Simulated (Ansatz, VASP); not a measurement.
# Si7Ge in VASP and in Ansatz

```
Si Ge
1.0
     5.45918    0.00000    0.00000
     0.00000    5.45918    0.00000
     0.00000    0.00000    5.45918
Si Ge
7 1
Direct
  0.24574 0.24574 0.24574
  0.01005 0.50183 0.50183
  0.50183 0.50183 0.01005
  0.50183 0.01005 0.50183
  0.74910 0.26285 0.74910
  0.74910 0.74910 0.26285
  0.26285 0.74910 0.74910
  0.99207 0.99207 0.99207
```

Change from the starting cell: mode 4 (110.9 1/cm) frozen in, largest displacement -0.075 Å.

Alike in both runs: task single point; functional PBEsol; k mesh 6 × 6 × 6; occupations gaussian, width 0.03 eV; no spin polarisation.

```csv
,VASP,Ansatz
version,VASP 6.6.1,Ansatz 0.2.0
potentials or method,"VASP PAW PBE potentials, release 64 (Si, Ge_d), cutoff 520 eV","scalar-relativistic, plane waves, PAW"
valence electrons in the cell,42,42
```

```csv
,VASP,Ansatz,Ansatz less VASP
gap on the k mesh at the Fermi level (eV),0.28,0.28,+0.005
least direct gap on the mesh (eV),0.28,0.28,+0.005
pressure (GPa),-0.1,-0.1,-0.07
rms of the force components (eV/Å),0.062,0.063,+0.0002
```

VASP's potentials were made for PBE, not for PBEsol. Atom by atom the forces differ by 0.003 eV/Å (rms over components).
